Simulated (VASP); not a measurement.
# C3N (Cm) in VASP: single point with PBE+D3(BJ)

Aim: the single point of C3N with PBE+D3(BJ).

Program: VASP 6.6.1. These are calculated values, not measurements. Logs are shortened: lines on timing, memory, paths and dates and some standing lists are left out, and cuts for length are marked.

**1. The cell of the first run**

Symmetry: Cm, No. 8, monoclinic system. The conventional cell has a = 6.536 Å, b = 2.426 Å, c = 4.204 Å, α = 90.00°, β = 90.24°, γ = 90.00°. Within 1.9 Å of C (site symmetry m) lie 1 C at 1.40 Å and 2 N at 1.40 Å. C (site symmetry m) has 3 C at 1.40 Å within 1.9 Å. Within 1.9 Å of C (site symmetry m) lie 2 C at 1.40 Å and 1 N at 1.40 Å. Within 1.9 Å of N (site symmetry m) lie 3 C at 1.40 Å.

**2. Single point, PBE+D3(BJ)**

INCAR

```
SYSTEM = C3N
PREC = Accurate ; ENCUT = 520
EDIFF = 1E-7 ; ISMEAR = 0
SIGMA = 0.02 ; LREAL = .False.
LASPH = .True. ; NELM = 80
ALGO = Normal ; ISIF = 2
LWAVE = .False. ; LCHARG = .False.
GGA = PE ; IVDW = 12
NBANDS = 27
```

KPOINTS

```
regular mesh
0
Gamma
  8 4 4
  0 0 0
```

POSCAR

```
C3N
1.0
   -1.2128254089     -2.1006752288      0.0000000000
   -5.6602701631      3.2679585024      0.0108208560
    0.0095129216     -0.0054922878     -4.2043340987
C N
6 2
Direct
    0.0000000000      0.7499740202      0.5839352888
    0.5000000000      0.2499740202      0.5839352888
    0.0000000000      0.7500162962      0.9175507703
    0.5000000000      0.2500162962      0.9175507703
    0.0000000000      0.2500860071      0.0822344374
    0.5000000000      0.7500860071      0.0822344374
    0.0000000000      0.2499236765      0.4162795035
    0.5000000000      0.7499236765      0.4162795035
```

Potentials or basis: VASP PAW PBE potentials, release 64 (C, N).

Run with:

```console
$ cat potpaw_PBE.64/C/POTCAR potpaw_PBE.64/N/POTCAR > POTCAR
$ mpirun -np 1 vasp_std > vasp.out
```

OUTCAR:

```text
SYSTEM = C3N
   PREC = Accurate
   ENCUT = 520
   EDIFF = 1E-7
   ISMEAR = 0
   LREAL = .False.
   LASPH = .True.
   NELM = 80
   ISIF = 2
   GGA = PE
   IVDW = 12
 IVDW          = 12

 ion  position               nearest neighbor table
   1  0.000  0.750  0.584-   3 1.40   8 1.40   8 1.40
   2  0.500  0.250  0.584-   4 1.40   7 1.40   7 1.40
   3  0.000  0.750  0.918-   6 1.40   6 1.40   1 1.40
   4  0.500  0.250  0.918-   5 1.40   5 1.40   2 1.40
   5  0.000  0.250  0.082-   4 1.40   4 1.40   7 1.40
   6  0.500  0.750  0.082-   3 1.40   3 1.40   8 1.40
   7  0.000  0.250  0.416-   2 1.40   2 1.40   5 1.40
   8  0.500  0.750  0.416-   1 1.40   1 1.40   6 1.40

  LATTYP: Found a simple monoclinic cell.
 ALAT       =     4.2043484483
 B/A-ratio  =     0.5769385786
 C/A-ratio  =     1.5545633390
 COS(beta)  =    -0.0042682574

  Lattice vectors:

 A1 = (   0.0095129216,  -0.0054922878,  -4.2043340987)
 A2 = (  -1.2128254089,  -2.1006752288,   0.0000000000)
 A3 = (  -5.6602701631,   3.2679585024,   0.0108208560)

Analysis of symmetry for initial positions (statically):
=====================================================================
 Subroutine PRICEL returns following result:

  LATTYP: Found a base centered monoclinic cell.
 ALAT       =     6.5359259622
 B/A-ratio  =     0.3711258101
 C/A-ratio  =     0.6432674532
 COS(beta)  =    -0.0042682574

  Lattice vectors:

 A1 = (  -3.4365477860,   0.5836416368,   0.0054104280)
 A2 = (  -2.2237223771,   2.6843168656,   0.0054104280)
 A3 = (   0.0095129216,  -0.0054922878,  -4.2043340987)

   2 primitive cells build up your supercell.

 Routine SETGRP: Setting up the symmetry group for a
 simple monoclinic supercell.

 Subroutine GETGRP returns: Found  2 space group operations
 (whereof  2 operations were pure point group operations)
 out of a pool of  4 trial point group operations.

The static configuration has the point symmetry C_1h.

Analysis of symmetry for dynamics (positions and initial velocities):
=====================================================================
 Subroutine PRICEL returns following result:

  LATTYP: Found a base centered monoclinic cell.
 ALAT       =     6.5359259622
 B/A-ratio  =     0.3711258101
 C/A-ratio  =     0.6432674532
[... 121 lines left out ...]
   EDIFF  = 0.1E-06   stopping-criterion for ELM
   LREAL  =      F    real-space projection
   EDIFFG = 0.1E-05   stopping-criterion for IOM
   NSW    =      0    number of steps for IOM
   IBRION =     -1    ionic relax: 0-MD 1-quasi-New 2-CG
   NFREE  =      0    steps in history (QN), initial steepest desc. (CG)
   ISIF   =      2    stress and relaxation
   ISYM   =      2    0-nonsym 1-usesym 2-fastsym
   POTIM  = 0.5000    time-step for ionic-motion
   TEBEG  =    0.0;   TEEND  =   0.0 temperature during run
   PSTRESS=    0.0 pullay stress
   NELECT =      34.0000    total number of electrons
   NUPDOWN=      -1.0000    fix difference up-down
   EMIN   =  10.00;   EMAX   =-10.00  energy-range for DOS
   EFERMI =   0.00;   METHOD = LEGACY
   ISMEAR =     0;   SIGMA  =   0.02  broadening in eV -4-tet -1-fermi 0-gaus
   EFERMI_NEDOS =   21; number of points for ismear=-14 and -15
   IALGO  =     38    algorithm
   IMIX   =      4    mixing-type and parameters
     AMIX     =   0.40;   BMIX     =  1.00
     AMIX_MAG =   1.60;   BMIX_MAG =  1.00
  volume/ion in A,a.u.               =       8.33        56.23
  Fermi-wavevector in a.u.,A,eV,Ry     =   1.308050  2.471856 23.279505  1.710995
  Thomas-Fermi vector in A             =   2.438743
   LORBIT       =      0    0 simple, 1 ext, 2 COOP (PROOUT), +10 PAW based schemes
   GGA     = PE    functional components
   LHFCALC =     F    Hartree Fock is set to
   AEXX    =    0.0000 exact exchange contribution
   IVDW    =    12    specifies the selected vdW correction
   LEPSILON=     F    determine dielectric tensor
   LRPA    =     F    only Hartree local field effects (RPA)
 non-spin polarized calculation
 Gauss-broadening in eV      SIGMA  =   0.02
  energy-cutoff  :      520.00
  volume of cell :       66.65
 maximum number of plane-waves:      1836
   NGX =  9   NGY = 25   NGZ = 15

 number of electron      33.9999998 magnetization

 Free energy of the ion-electron system (eV)
  ---------------------------------------------------
  ext. energy  EPLUGINS =         0.00000000
  ---------------------------------------------------
  free energy    TOTEN  =       -69.53530761 eV

  energy without entropy =      -69.53512660  energy(sigma->0) =      -69.53521711

 E-fermi :   6.8201     XC(G=0): -10.6469

 val. band max:        6.7607840329   @ k =   0.3750   0.5000   0.5000
 cond. band min:       6.8201787182   @ k =   0.5000   0.5000   0.5000
 fundamental gap:      0.0593946853
 Fermi energy:         6.8200563651

 k-point     1 :       0.0000    0.0000    0.0000
  band No.  band energies     occupation
      1     -17.3845      2.00000
      2     -17.1607      2.00000
      3     -10.9110      2.00000
      4     -10.6582      2.00000
      5      -9.5805      2.00000
      6      -9.4032      2.00000
[... 709 lines left out ...]
     26      16.5015      0.00000
     27      16.5914      0.00000

 [... further k-points ...]

------------------------ aborting loop because EDIFF is reached ----------------------------------------

 Edisp (eV)   -1.20236

 E8    (eV) :    -0.3319

  FORCE on cell =-STRESS in cart. coord.  units (eV):
  Direction    XX          YY          ZZ          XY          YZ          ZX
  --------------------------------------------------------------------------------------
  -------------------------------------------------------------------------------------
  Total       0.06897     0.21095     0.28390     0.12296     0.00034    -0.00059
  in kB       1.65793     5.07073     6.82419     2.95557     0.00824    -0.01427
  external pressure =        4.52 kB  Pullay stress =        0.00 kB

 VOLUME and BASIS-vectors are now :
 -----------------------------------------------------------------------------
  energy-cutoff  :      520.00
  volume of cell :       66.65
      direct lattice vectors                 reciprocal lattice vectors
    -1.212825409 -2.100675229  0.000000000    -0.206130246 -0.357028059 -0.000000000
    -5.660270163  3.267958502  0.010820856    -0.132503082  0.076500690 -0.000399744
     0.009512922 -0.005492288 -4.204334099    -0.000341028  0.000196893 -0.237850823

 POSITION                                       TOTAL-FORCE (eV/Angst)
 -----------------------------------------------------------------------------------
     -4.23950      2.44768     -2.44694         0.000727     -0.000420      0.000113
     -2.01578     -0.23664     -2.45235         0.000727     -0.000420      0.000113
     -4.23657      2.44598     -3.84957        -0.000620      0.000358      0.000742
     -2.01284     -0.23833     -3.85498        -0.000620      0.000358      0.000742
     -1.41477      0.81682     -0.34303         0.001843     -0.001064      0.001277
     -4.85132      1.40046     -0.33762         0.001843     -0.001064      0.001277
     -1.41068      0.81445     -1.74747        -0.001950      0.001126     -0.002133
     -4.84722      1.39810     -1.74206        -0.001950      0.001126     -0.002133
 -----------------------------------------------------------------------------------
    total drift:                                0.000036     -0.000021      0.000191

  FREE ENERGIE OF THE ION-ELECTRON SYSTEM (eV)
  ---------------------------------------------------
  free  energy   TOTEN  =       -70.7376700715 eV

  energy  without entropy=      -70.7374890643  energy(sigma->0) =      -70.73757957
```

It took 43 s on 1 thread of Intel Xeon 6975P-C (Granite Rapids), shared host; peak memory 0.22 GiB.

Results:

```yaml
Free_energy: -70.7377 eV
Pressure: 0.5 GPa
Largest_force: 0.003 eV/Å
Band_gap_on_the_k_mesh: zero (band 17 reaches 10.21 eV, above the bottom of band 18 at 5.35 eV)
Dispersion_energy_per_atom: -0.150 eV
```

Forces in eV/Å, atoms in the order of the input:
```
C    0.001  0.000  0.000
C    0.001  0.000  0.000
C   -0.001  0.000  0.001
C   -0.001  0.000  0.001
C    0.002 -0.001  0.001
C    0.002 -0.001  0.001
N   -0.002  0.001 -0.002
N   -0.002  0.001 -0.002
```

Stress tensor (GPa, compression positive):
```
0.17 0.30 0.00
0.30 0.51 0.00
0.00 0.00 0.68
```

Levels at points of the mesh, in eV from the Fermi level:
| k point | band 15 | band 16 | band 17 | band 18 | band 19 | band 20 |
| --- | --- | --- | --- | --- | --- | --- |
| (0.00, 0.00, 0.00) | -5.49 | -4.02 | -1.32 | 0.14 | 2.26 | 3.47 |
| (0.50, 0.00, 0.00) | -4.33 | -4.33 | -0.15 | -0.15 | 1.50 | 1.50 |
| (0.00, 0.50, 0.00) | -4.81 | -4.81 | -0.65 | -0.65 | 3.39 | 3.39 |
| (0.50, 0.50, 0.00) | -4.56 | -4.56 | 0.04 | 0.04 | 1.21 | 1.21 |
| (0.00, 0.00, 0.50) | -6.70 | -6.46 | 3.19 | 3.20 | 3.71 | 3.84 |
| (0.50, 0.00, 0.50) | -4.25 | -4.25 | -0.74 | -0.74 | 0.36 | 0.36 |
| (0.00, 0.50, 0.50) | -6.73 | -6.73 | 3.39 | 3.39 | 3.68 | 3.68 |
| (0.50, 0.50, 0.50) | -4.17 | -4.17 | -0.77 | -0.77 | 0.00 | 0.00 |

Caveat: the k points lie up to 0.37 Å⁻¹ apart.
